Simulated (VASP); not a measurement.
A run of VASP 6.6.1:

File INCAR:

```
SYSTEM = PdRu3Pt
PREC = Accurate
ENCUT = 520
EDIFF = 1E-6
ISMEAR = 0
SIGMA = 0.1
LREAL = .FALSE.
LASPH = .TRUE.
NELM = 150
ALGO = Fast
ISIF = 2
LWAVE = .FALSE.
LCHARG = .TRUE.
ISPIN = 2
MAGMOM = 1.13 1.13 1.13 0.22 0.13
LORBIT = 11
LMAXMIX = 4
GGA = PE
LELF = .TRUE.
LVHAR = .TRUE.
NBANDS = 43
```

The input KPOINTS:

```
regular mesh
0
G
  8 8 8
  0 0 0
```

Contents of POSCAR:

```
PdRu3Pt
1.0
    4.7419459985      0.0000000000      0.0000000000
    0.0000000000      4.7419459985      0.0000000000
    0.0000000000      0.0000000000      4.7419459985
Ru Pd Pt
3 1 1
Direct
    0.0000000000      0.5000000000      0.5000000000
    0.5000000000      0.5000000000      0.0000000000
    0.5000000000      0.0000000000      0.5000000000
    0.0000000000      0.0000000000      0.0000000000
    0.5000000000      0.5000000000      0.5000000000
```

Potentials or basis: VASP PAW PBE potentials, release 64 (Ru_pv, Pd, Pt).

Command:

```sh
$ cat potpaw_PBE.64/Ru_pv/POTCAR potpaw_PBE.64/Pd/POTCAR potpaw_PBE.64/Pt/POTCAR > POTCAR
$ mpirun -np 1 vasp_std > vasp.out
```

Hardware: 1 thread of Intel(R) Xeon(R) Platinum 8488C (Sapphire Rapids), on a shared host.

Q: Estimate the wall time of this run.

A: It took 4 min on 1 thread of Intel(R) Xeon(R) Platinum 8488C (Sapphire Rapids), with other jobs on the host, peak memory 0.41 GiB. Counts: scf iterations 18, k points 35.
